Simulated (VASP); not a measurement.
# NaB4 in VASP: single point with PBE

Aim: the single point of NaB4 with PBE.

All numbers are computed with VASP 6.6.1; they aren't measurements. Logs are shortened: lines on timing, memory, paths and dates and some standing lists are left out, and cuts for length are marked.

## 1. The cell of the first run

The typed cell holds 5 atoms: a = 4.109 Å, b = 4.109 Å, c = 3.703 Å, α = 90.00°, β = 90.00°, γ = 90.00°.

The cell was built from a structure type or drawn by symmetry, and may not be a known phase.

## 2. Single point, PBE

INCAR

```
SYSTEM = NaB4
  PREC = Accurate
  ENCUT = 500
  EDIFF = 1E-6
  ISMEAR = 0
  SIGMA = 0.2
  LREAL = .FALSE.
  LASPH = .TRUE.
  NELM = 120
  ALGO = Normal
  ISIF = 2
  LWAVE = .FALSE.
  LCHARG = .FALSE.
  GGA = PE
  NBANDS = 18
  GGA_COMPAT = .FALSE.
```

KPOINTS

```
Automatic mesh
0
G
  4 4 5
  0 0 0
```

POSCAR

```
NaB4
1.0
    4.1094941746      0.0000000000      0.0000000000
    0.0000000000      4.1094941746      0.0000000000
    0.0000000000      0.0000000000      3.7026177930
Na B
1 4
Direct
    0.0000000000      0.0000000000      0.3383383688
    0.2084726247      0.5000000000      0.8383876128
    0.7915273753      0.5000000000      0.8383876128
    0.5000000000      0.2084726247      0.8383876128
    0.5000000000      0.7915273753      0.8383876128
```

Potentials or basis: VASP PAW PBE potentials, release 64 (Na_pv, B).

Started as:

```console
$ cat potpaw_PBE.64/Na_pv/POTCAR potpaw_PBE.64/B/POTCAR > POTCAR
$ mpirun -np 1 vasp_std > vasp.out
```

OUTCAR:

```text
SYSTEM = NaB4
   PREC = Accurate
   ENCUT = 500
   EDIFF = 1E-6
   ISMEAR = 0
   LREAL = .FALSE.
   LASPH = .TRUE.
   NELM = 120
   ISIF = 2
   GGA = PE

 ion  position               nearest neighbor table
   1  0.000  0.000  0.338-
   2  0.208  0.500  0.838-   4 1.69   5 1.69   3 1.71
   3  0.792  0.500  0.838-   4 1.69   5 1.69   2 1.71
   4  0.500  0.208  0.838-   2 1.69   3 1.69   5 1.71
   5  0.500  0.792  0.838-   2 1.69   3 1.69   4 1.71

  LATTYP: Found a simple tetragonal cell.
 ALAT       =     4.1094941746
 C/A-ratio  =     0.9009911283

  Lattice vectors:

 A1 = (   4.1094941746,   0.0000000000,   0.0000000000)
 A2 = (   0.0000000000,   4.1094941746,   0.0000000000)
 A3 = (   0.0000000000,   0.0000000000,   3.7026177930)

Analysis of symmetry for initial positions (statically):
=====================================================================
 Subroutine PRICEL returns:
 Original cell was already a primitive cell.

 Routine SETGRP: Setting up the symmetry group for a
 simple tetragonal supercell.

 Subroutine GETGRP returns: Found  8 space group operations
 (whereof  8 operations were pure point group operations)
 out of a pool of 16 trial point group operations.

The static configuration has the point symmetry C_4v.

Analysis of symmetry for dynamics (positions and initial velocities):
=====================================================================
 Subroutine PRICEL returns:
 Original cell was already a primitive cell.

 Routine SETGRP: Setting up the symmetry group for a
 simple tetragonal supercell.

 Subroutine GETGRP returns: Found  8 space group operations
 (whereof  8 operations were pure point group operations)
 out of a pool of 16 trial point group operations.

The dynamic configuration has the point symmetry C_4v.

 Subroutine INISYM returns: Found  8 space group operations
 (whereof  8 operations are pure point group operations),
 and found     1 'primitive' translations

----------------------------------------------------------------------------------------

                                     Primitive cell

  volume of cell :      62.5296

  direct lattice vectors                    reciprocal lattice vectors
     4.109494175  0.000000000  0.000000000     0.243338951  0.000000000  0.000000000
     0.000000000  4.109494175  0.000000000     0.000000000  0.243338951  0.000000000
     0.000000000  0.000000000  3.702617793     0.000000000  0.000000000  0.270079186

  length of vectors
     4.109494175  4.109494175  3.702617793     0.243338951  0.243338951  0.270079186

  position of ions in fractional coordinates (direct lattice)
     0.000000000  0.000000000  0.338338369
     0.208472625  0.500000000  0.838387613
     0.791527375  0.500000000  0.838387613
     0.500000000  0.208472625  0.838387613
     0.500000000  0.791527375  0.838387613

  ion indices of the primitive-cell ions
   primitive index   ion index
                 1           1
                 2           2
                 3           3
                 4           4
                 5           5

----------------------------------------------------------------------------------------

 KPOINTS: Automatic mesh

Automatic generation of k-mesh.
 Grid dimensions read from file:
 generate k-points for:    4    4    5

 Generating k-lattice:

  Cartesian coordinates                     Fractional coordinates (reciprocal lattice)
     0.060834738  0.000000000  0.000000000     0.250000000  0.000000000  0.000000000
     0.000000000  0.060834738  0.000000000     0.000000000  0.250000000  0.000000000
     0.000000000  0.000000000  0.054015837     0.000000000  0.000000000  0.200000000

  Length of vectors
     0.060834738  0.060834738  0.054015837

  Shift w.r.t. Gamma in fractional coordinates (k-lattice)
     0.000000000  0.000000000  0.000000000

 Subroutine IBZKPT returns following result:
 ===========================================

 Found     18 irreducible k-points:

 Following reciprocal coordinates:
            Coordinates               Weight
  0.000000  0.000000  0.000000      1.000000
  0.250000  0.000000  0.000000      4.000000
  0.500000  0.000000  0.000000      2.000000
  0.250000  0.250000  0.000000      4.000000
  0.500000  0.250000  0.000000      4.000000
  0.500000  0.500000  0.000000      1.000000
[... 10 lines left out ...]
  0.500000  0.250000  0.400000      8.000000
  0.500000  0.500000  0.400000      2.000000
   k-points           NKPTS =     18   k-points in BZ     NKDIM =     18   number of bands    NBANDS=     18
   number of dos      NEDOS =    301   number of ions     NIONS =      5
   total plane-waves  NPLWV =  25200
   dimension x,y,z NGX =    30 NGY =   30 NGZ =   28
   dimension x,y,z NGXF=    60 NGYF=   60 NGZF=   56
   ions per type =               1   4
   NGX,Y,Z   is equivalent  to a cutoff of  12.14, 12.14, 12.57 a.u.
   NGXF,Y,Z  is equivalent  to a cutoff of  24.27, 24.27, 25.14 a.u.
 SYSTEM =  NaB4
   PREC   = accura    normal or accurate (medium, high low for compatibility)
   ISTART =      0    job   : 0-new  1-cont  2-samecut
   ICHARG =      2    charge: 1-file 2-atom 10-const
   ISPIN  =      1    spin polarized calculation?
   LNONCOLLINEAR =      F non collinear calculations
   LSORBIT =      F    spin-orbit coupling
   LASPH  =      T    aspherical Exc in radial PAW
   ENCUT  =  500.0 eV  36.75 Ry    6.06 a.u.   7.49  7.49  6.75*2*pi/ulx,y,z
   NELM   =    120;   NELMIN=  2; NELMDL= -5     # of ELM steps
   EDIFF  = 0.1E-05   stopping-criterion for ELM
   LREAL  =      F    real-space projection
   EDIFFG = 0.1E-04   stopping-criterion for IOM
   NSW    =      0    number of steps for IOM
   IBRION =     -1    ionic relax: 0-MD 1-quasi-New 2-CG
   NFREE  =      0    steps in history (QN), initial steepest desc. (CG)
   ISIF   =      2    stress and relaxation
   ISYM   =      2    0-nonsym 1-usesym 2-fastsym
   POTIM  = 0.5000    time-step for ionic-motion
   TEBEG  =    0.0;   TEEND  =   0.0 temperature during run
   PSTRESS=    0.0 pullay stress
   NELECT =      19.0000    total number of electrons
   NUPDOWN=      -1.0000    fix difference up-down
   EMIN   =  10.00;   EMAX   =-10.00  energy-range for DOS
   EFERMI =   0.00;   METHOD = LEGACY
   ISMEAR =     0;   SIGMA  =   0.20  broadening in eV -4-tet -1-fermi 0-gaus
   EFERMI_NEDOS =   21; number of points for ismear=-14 and -15
   IALGO  =     38    algorithm
   IMIX   =      4    mixing-type and parameters
     AMIX     =   0.40;   BMIX     =  1.00
     AMIX_MAG =   1.60;   BMIX_MAG =  1.00
  volume/ion in A,a.u.               =      12.51        84.39
  Fermi-wavevector in a.u.,A,eV,Ry     =   1.100603  2.079839 16.481114  1.211328
  Thomas-Fermi vector in A             =   2.237017
   LORBIT       =      0    0 simple, 1 ext, 2 COOP (PROOUT), +10 PAW based schemes
   GGA     = PE    functional components
   LHFCALC =     F    Hartree Fock is set to
   AEXX    =    0.0000 exact exchange contribution
   IVDW    =     0    specifies the selected vdW correction
   LEPSILON=     F    determine dielectric tensor
   LRPA    =     F    only Hartree local field effects (RPA)
 non-spin polarized calculation
 Gauss-broadening in eV      SIGMA  =   0.20
  energy-cutoff  :      500.00
  volume of cell :       62.53
 maximum number of plane-waves:      1614
 NGX is ok and might be reduce to    30
   NGX = 15   NGY = 15   NGZ = 13

 number of electron      19.0000002 magnetization

 Free energy of the ion-electron system (eV)
  ---------------------------------------------------
  ext. energy  EPLUGINS =         0.00000000
  ---------------------------------------------------
  free energy    TOTEN  =       -25.10082588 eV

  energy without entropy =      -25.04391736  energy(sigma->0) =      -25.07237162

 E-fermi :   1.6600     XC(G=0):  -9.2902

 val. band max:        1.6549543932   @ k =   0.5000   0.0000   0.0000
 cond. band min:       1.6761754452   @ k =   0.5000   0.2500   0.0000
 fundamental gap:      0.0212210520
 Fermi energy:         1.6599896203

 k-point     1 :       0.0000    0.0000    0.0000
  band No.  band energies     occupation
      1     -21.2384      2.00000
      2     -21.2384      2.00000
      3     -21.2102      2.00000
      4      -9.1871      2.00000
      5      -2.8244      2.00000
      6      -2.8014      2.00000
[... 10 lines left out ...]
     17       9.8522      0.00000
     18      12.7462      0.00000

 k-point     2 :       0.2500    0.0000    0.0000
  band No.  band energies     occupation
      1     -21.2436      2.00000
      2     -21.2380      2.00000
      3     -21.2096      2.00000
      4      -8.8650      2.00000
      5      -4.8951      2.00000
      6      -2.7290      2.00000
[... 10 lines left out ...]
     17      11.2277      0.00000
     18      12.7587      0.00000

 k-point     3 :       0.5000    0.0000    0.0000
  band No.  band energies     occupation
      1     -21.2487      2.00000
      2     -21.2376      2.00000
      3     -21.2090      2.00000
      4      -8.3705      2.00000
      5      -6.1234      2.00000
      6      -2.6420      2.00000
[... 10 lines left out ...]
     17      11.2334      0.00000
     18      13.7230      0.00000

 k-point     4 :       0.2500    0.2500    0.0000
  band No.  band energies     occupation
      1     -21.2432      2.00000
      2     -21.2429      2.00000
      3     -21.2091      2.00000
      4      -8.5530      2.00000
      5      -4.6958      2.00000
      6      -4.5991      2.00000
[... 249 lines left out ...]
      4      -8.1429      2.00000
      5      -4.3205      2.00000
      6      -4.2210      2.00000
[... 10 lines left out ...]
     17      12.4391      0.00000
     18      13.4112      0.00000

 k-point    17 :       0.5000    0.2500    0.4000
  band No.  band energies     occupation
      1     -21.2439      2.00000
      2     -21.2390      2.00000
      3     -21.2317      2.00000
      4      -7.7351      2.00000
      5      -5.3731      2.00000
      6      -4.0035      2.00000
[... 10 lines left out ...]
     17      12.6829      0.00000
     18      13.8447      0.00000

 k-point    18 :       0.5000    0.5000    0.4000
  band No.  band energies     occupation
      1     -21.2434      2.00000
      2     -21.2434      2.00000
      3     -21.2307      2.00000
      4      -7.3219      2.00000
      5      -5.0807      2.00000
      6      -5.0807      2.00000
[... 10 lines left out ...]
     17      12.7186      0.00000
     18      13.7121      0.00000

------------------------ aborting loop because EDIFF is reached ----------------------------------------

  FORCE on cell =-STRESS in cart. coord.  units (eV):
  Direction    XX          YY          ZZ          XY          YZ          ZX
  --------------------------------------------------------------------------------------
  -------------------------------------------------------------------------------------
  Total       -0.1811770     -0.1811770      0.1279492      0.0000000      0.0000000      0.0000000
  in kB       -4.6422437     -4.6422437      3.2784057      0.0000000      0.0000000      0.0000000
  external PRESSURE =      -2.0020273 kB  Pullay stress =       0.0000000 kB

 VOLUME and BASIS-vectors are now :
 -----------------------------------------------------------------------------
  energy-cutoff  :      500.00
  volume of cell :       62.53
      direct lattice vectors                 reciprocal lattice vectors
     4.109494175  0.000000000  0.000000000     0.243338951  0.000000000  0.000000000
     0.000000000  4.109494175  0.000000000     0.000000000  0.243338951  0.000000000
     0.000000000  0.000000000  3.702617793     0.000000000  0.000000000  0.270079186

 POSITION                                       TOTAL-FORCE (eV/Angst)
 -----------------------------------------------------------------------------------
      0.00000      0.00000      1.25274        -0.000000     -0.000000      0.000332
      0.85672      2.05475      3.10423        -0.079062     -0.000000     -0.000083
      3.25278      2.05475      3.10423         0.079062      0.000000     -0.000083
      2.05475      0.85672      3.10423         0.000000     -0.079062     -0.000083
      2.05475      3.25278      3.10423         0.000000      0.079062     -0.000083
 -----------------------------------------------------------------------------------
    total drift:                                0.000000      0.000000      0.000037

  FREE ENERGIE OF THE ION-ELECTRON SYSTEM (eV)
  ---------------------------------------------------
  free  energy   TOTEN  =       -25.1008258758 eV

  energy  without entropy=      -25.0439173637  energy(sigma->0) =      -25.07237162
```

It took 19 s on 1 thread of Intel Xeon Platinum 8488C (Sapphire Rapids), shared host; peak memory 0.16 GiB.

Results:

```
Free energy            : -25.1008 eV
Pressure               : -0.2 GPa
Largest force          : 0.079 eV/Å
Band gap on the k mesh : zero (an odd number of electrons rules out a gap without spin polarisation)
```

Forces in eV/Å, atoms in the order of the input:
```
Na   0.000  0.000  0.000
B   -0.079  0.000  0.000
B    0.079  0.000  0.000
B    0.000 -0.079  0.000
B    0.000  0.079  0.000
```

Caveat: the k points lie up to 0.38 Å⁻¹ apart, too coarse for converged energies and pressures of a metal.
